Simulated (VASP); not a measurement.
A run of VASP 6.6.1 is set up as follows.

The input INCAR:

```
SYSTEM = Ge
ALGO = Normal
EDIFF = 1E-7
ENCUT = 520
GGA = PE
ISIF = 2
ISMEAR = -1
ISPIN = 2
IVDW = 13
LASPH = .TRUE.
LCHARG = .FALSE.
LORBIT = 11
LREAL = .FALSE.
LWAVE = .FALSE.
MAGMOM = 1 0
NBANDS = 25
NELM = 150
NUPDOWN = 1.0
PREC = Accurate
SIGMA = 0.1
```

File KPOINTS:

```
k-points
0
G
  8 8 8
  0 0 0
```

POSCAR

```
Ge
1.0
    0.0000000000      2.8661367691      2.8661367691
    2.8661367691      0.0000000000      2.8661367691
    2.8661367691      2.8661367691      0.0000000000
Ge
2
Direct
    0.7500000000      0.7500000000      0.7500000000
    0.5000000000      0.5000000000      0.5000000000
```

Potentials or basis: VASP PAW PBE potentials, release 64 (Ge_d).

The run is started by

```bash
$ cat potpaw_PBE.64/Ge_d/POTCAR > POTCAR
$ mpirun -np 1 vasp_std > vasp.out
```

Problem. What does it give for the pressure?

Solution. 3.4 GPa.

Problem. Predict the dispersion energy per atom.

Solution. -0.314 eV.

Caveat: the total moment is fixed, so each spin has its own Fermi level.
